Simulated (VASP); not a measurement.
A run of VASP 6.6.1 is set up as follows.

The input INCAR:

```
PREC = Accurate
ENCUT = 520
EDIFF = 1E-6
ISMEAR = 0
SIGMA = 0.1
LREAL = F
LASPH = T
NELM = 60
ALGO = Normal
ISIF = 2
LWAVE = F
LCHARG = F
GGA = PS
NBANDS = 10
```

File KPOINTS:

```
Automatic mesh
0
Gamma
  9 9 9
```

File POSCAR:

```
B
1.0
    1.3171990125      0.7604852044      2.2052375658
   -1.3171990125      0.7604852044      2.2052375658
    0.0000000000     -1.5209704089      2.2052375658
B
2
Direct
    0.2499996621      0.2499996621      0.2499996621
    0.7500003379      0.7500003379      0.7500003379
```

Potentials or basis: VASP PAW PBE potentials, release 64 (B).

Command:

```sh
$ cat potpaw_PBE.64/B/POTCAR > POTCAR
$ mpirun -np 1 vasp_std > vasp.out
```

Q: Predict the band gap on the k mesh.

A: Zero (band 3 reaches 11.84 eV, above the bottom of band 4 at 3.29 eV).

Q: What does it give for the pressure?

A: 0.2 GPa.

Stress tensor (GPa, compression positive):
```
0.12 0.00 0.00
0.00 0.12 0.00
0.00 0.00 0.27
```

Caveat: the PAW data sets were made with another functional, which shifts forces and pressure a little.
